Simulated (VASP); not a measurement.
Here is a VASP 6.6.1 calculation.

File INCAR:

```
PREC = Accurate
ENCUT = 520
EDIFF = 1E-7
ISMEAR = 0
SIGMA = 0.1
LREAL = False
LASPH = True
NELM = 80
ALGO = Normal
ISIF = 2
LWAVE = False
LCHARG = True
GGA = PE
LELF = True
LVHAR = True
NBANDS = 21
```

Contents of KPOINTS:

```
Automatic mesh
0
Gamma
  6 6 4
```

File POSCAR:

```
Sn
1.0
    3.2495851200      0.0000000000      0.0000000000
   -1.6247925600      2.8142232700      0.0000000000
    0.0000000000      0.0000000000      5.6913786100
Sn
2
Direct
    0.0000000000      0.0000000000      0.7536145300
    0.0000000000      0.0000000000      0.2463854700
```

Potentials or basis: VASP PAW PBE potentials, release 64 (Sn_d).

Run with:

```sh
$ cat potpaw_PBE.64/Sn_d/POTCAR > POTCAR
$ mpirun -np 1 vasp_std > vasp.out
```

Problem. What does it give for the pressure?

Solution. 6.0 GPa.

Problem. What does it give for the largest force?

Solution. 0.422 eV/Å.

Problem. Estimate the band gap on the k mesh.

Solution. Zero (bands 14 and 15 overlap by 8.17 eV).

Forces on the atoms (eV/Å):
```
Sn   0.000  0.000 -0.422
Sn   0.000  0.000  0.422
```

Caveat: the k points lie up to 0.37 Å⁻¹ apart, too coarse for converged energies and pressures of a metal; spin-orbit coupling is left out, which moves the levels of the heavy elements.
